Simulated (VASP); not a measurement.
Input of a VASP 6.6.1 run:

INCAR

```
ALGO = Normal
EDIFF = 1E-6
ENCUT = 520
GGA = PE
ISIF = 2
ISMEAR = -1
LASPH = T
LCHARG = F
LREAL = F
LWAVE = F
NBANDS = 18
NELM = 100
PREC = Accurate
SIGMA = 0.05
```

KPOINTS

```
k-points
0
Gamma
  10 10 10
```

The input POSCAR:

```
KZn
1.0
    4.2084619670      0.0000000000      0.0000000000
    0.0000000000      4.2084619670      0.0000000000
    0.0000000000      0.0000000000      4.2084619670
K Zn
1 1
Direct
    0.0000000000      0.0000000000      0.0000000000
    0.5000000000      0.5000000000      0.5000000000
```

Potentials or basis: VASP PAW PBE potentials, release 64 (K_sv, Zn).

Launch:

```bash
$ cat potpaw_PBE.64/K_sv/POTCAR potpaw_PBE.64/Zn/POTCAR > POTCAR
$ mpirun -np 1 vasp_std > vasp.out
```

**Question.** Estimate the pressure.

**Answer.** 0.0 GPa.
